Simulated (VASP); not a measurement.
A run of VASP 6.6.1:

Contents of INCAR:

```
PREC     = Accurate       # precision mode
ENCUT    = 600            # plane-wave cutoff, eV
EDIFF    = 1E-6           # SCF threshold, eV
ISMEAR   = 0              # smearing method
SIGMA    = 0.05           # smearing width, eV
LREAL    = F              # projectors in reciprocal space
LASPH    = T              # aspherical terms in the spheres
NELM     = 120            # most SCF steps
ALGO     = Normal         # electronic algorithm
ISIF     = 2              # what is computed and relaxed
LWAVE    = F              # write WAVECAR
LCHARG   = F              # write CHGCAR
GGA      = PE             # functional
NBANDS   = 14             # bands
GGA_COMPAT= F
```

The input KPOINTS:

```
regular mesh
0
Gamma
  11 11 11
```

POSCAR

```
TaC
1.0
    0.0000000000      2.2230000000      2.2230000000
    2.2230000000      0.0000000000      2.2230000000
    2.2230000000      2.2230000000      0.0000000000
Ta C
1 1
Direct
    0.0000000000      0.0000000000      0.0000000000
    0.5000000000      0.5000000000      0.5000000000
```

Potentials or basis: VASP PAW PBE potentials, release 64 (Ta_pv, C).

Command:

```sh
$ cat potpaw_PBE.64/Ta_pv/POTCAR potpaw_PBE.64/C/POTCAR > POTCAR
$ mpirun -np 1 vasp_std > vasp.out
```

Hardware: 1 thread of Intel Xeon 8259CL, on a shared host.

**Question.** How long does it take, and how much memory?

**Answer.** It took 36 s on 1 thread of Intel Xeon 8259CL (shared host), peak memory 0.17 GiB. Counts: scf iterations 12, k points 56.
